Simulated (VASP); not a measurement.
A run of VASP 6.6.1 is set up as follows.

File INCAR:

```
PREC = Accurate ; ENCUT = 520
EDIFF = 1E-7 ; ISMEAR = -1
SIGMA = 0.05 ; LREAL = F
LASPH = T ; NELM = 100
ALGO = Normal ; ISIF = 2
LWAVE = F ; LCHARG = F
GGA = CA ; NBANDS = 28
```

File KPOINTS:

```
regular mesh
0
Gamma
  4 4 6
```

Contents of POSCAR:

```
La2O3
1.0
    6.2547377000      0.0000000000      0.0000000000
   -3.1273688500      5.4167617422      0.0000000000
    0.0000000000      0.0000000000      3.2313619816
La O
2 3
Direct
    0.6666666667      0.3333333333      0.4999192115
    0.3333333333      0.6666666667      0.5000807885
    0.5000634001      0.0000000000      0.0000000000
    0.0000000000      0.5000634001      0.0000000000
    0.4999365999      0.4999365999      0.0000000000
```

Potentials or basis: VASP PAW LDA potentials, release 64 (La, O).

Launch:

```sh
$ cat potpaw_LDA.64/La/POTCAR potpaw_LDA.64/O/POTCAR > POTCAR
$ mpirun -np 1 vasp_std > vasp.out
```

(1) What does it give for the band gap on the k mesh?

(2) Predict the pressure.

Answers

(1) 1.20 eV (least direct gap 1.82 eV).

(2) -0.1 GPa.

Caveat: spin-orbit coupling is left out, which moves the levels of the heavy elements.
